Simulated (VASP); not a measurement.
Write the native input for VASP 6.6.1 that does the following.

```yaml
Task: single point
Functional: PBE
Potentials_or_basis: VASP PAW PBE potentials, release 64 (Sb, As)
Cutoff: 520 eV
k_mesh: 4 × 4 × 2
Occupations: gaussian, width 0.1 eV
Spin: no spin polarisation
Dipole_correction: no
Further_INCAR_settings: ALGO = Fast; EDIFF = 1e-07; NBANDS = 18
```

The structure of Sb3As lies in POSCAR:

```
Sb3As
1.0
    3.8747134300      0.0000000000      0.0000000000
    0.0000000000      3.8747134300      0.0000000000
    0.0000000000      0.0000000000      7.4826425900
Sb As
3 1
Direct
    0.5000000000      0.5000000000      0.2365449100
    0.5000000000      0.5000000000      0.7634550900
    0.0000000000      0.0000000000      0.5000000000
    0.0000000000      0.0000000000      0.0000000000
```

The cell was generated, and may not be a known phase.

One way to write it, as run:

INCAR

```
PREC     = Accurate       # precision mode
ENCUT    = 520            # plane-wave cutoff, eV
EDIFF    = 1E-7           # SCF threshold, eV
ISMEAR   = 0              # smearing method
SIGMA    = 0.1            # smearing width, eV
LREAL    = False          # projectors in reciprocal space
LASPH    = True           # aspherical terms in the spheres
NELM     = 60             # most SCF steps
ALGO     = Fast           # electronic algorithm
ISIF     = 2              # what is computed and relaxed
LWAVE    = False          # write WAVECAR
LCHARG   = False          # write CHGCAR
GGA      = PE             # functional
NBANDS   = 18             # bands
```

KPOINTS

```
regular mesh
0
Gamma
  4 4 2
```

Potentials or basis: VASP PAW PBE potentials, release 64 (Sb, As).

The run is started by

```bash
$ cat potpaw_PBE.64/Sb/POTCAR potpaw_PBE.64/As/POTCAR > POTCAR
$ mpirun -np 1 vasp_std > vasp.out
```

It gave:

```yaml
Pressure: -5.0 GPa
Largest_force: 0.011 eV/Å
Band_gap_on_the_k_mesh: zero (bands 10 and 11 overlap by 3.26 eV)
```

Caveat: the k points lie up to 0.42 Å⁻¹ apart, too coarse for converged energies and pressures of a metal; spin-orbit coupling is left out, which moves the levels of the heavy elements.

Run time: 24 s on 1 thread of Oxide Virtual Turin-like Processor, with other jobs on the host, peak memory 0.18 GiB.
